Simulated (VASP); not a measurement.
Set up this calculation in VASP 6.6.1, as the native input.

| Item | Value |
| --- | --- |
| Task | single point |
| Functional | PBE |
| Potentials or basis | VASP PAW PBE potentials, release 64 (Tl_d, C_h, H_h) |
| Cutoff | 910 eV |
| k mesh | 1 × 1 × 1 |
| Occupations | gaussian, width 0.01 eV |
| Spin | no spin polarisation |
| Dipole correction | no |
| Second run | hard_potentials |
| Further INCAR settings | ALGO = Normal; EDIFF = 1e-06; NBANDS = 19; NELMDL = -8 |

The structure of TlC2H (Tl(CCH)) lies in POSCAR:

```
TlHC2
1.0
    9.0000000000      0.0000000000      0.0000000000
    0.0000000000      9.0000000000      0.0000000000
    0.0000000000      0.0000000000     13.6300000000
Tl C H
1 2 1
Direct
    0.5000000000      0.5000000000      0.3301540700
    0.5000000000      0.5000000000      0.5000719000
    0.5000000000      0.5000000000      0.5905011000
    0.5000000000      0.5000000000      0.6695385200
```

These files were run (other wordings do the same):

INCAR

```
SYSTEM = TlHC2
  PREC = Accurate
  ENCUT = 910
  EDIFF = 1E-6
  ISMEAR = 0
  SIGMA = 0.01
  LREAL = .FALSE.
  LASPH = .TRUE.
  NELM = 120
  ALGO = Normal
  ISIF = 2
  LWAVE = .FALSE.
  LCHARG = .FALSE.
  GGA = PE
  NBANDS = 19
  GGA_COMPAT = .FALSE.
  NELMDL = -8
```

KPOINTS

```
Automatic mesh
0
G
  1 1 1
  0 0 0
```

Potentials or basis: VASP PAW PBE potentials, release 64 (Tl_d, C_h, H_h).

Command:

```sh
$ cat potpaw_PBE.64/Tl_d/POTCAR potpaw_PBE.64/C_h/POTCAR potpaw_PBE.64/H_h/POTCAR > POTCAR
$ mpirun -np 1 vasp_gam > vasp.out
```

It gave:

```json
{
 "Largest force": "0.358 eV/Å",
 "Gap between the frontier levels": "3.65 eV"
}
```

Caveat: spin-orbit coupling is left out, which moves the levels of the heavy elements.

Run time: 5.6 min on 1 thread of Intel(R) Xeon(R) Platinum 8488C (Sapphire Rapids), with other jobs on the host, peak memory 1.6 GiB.
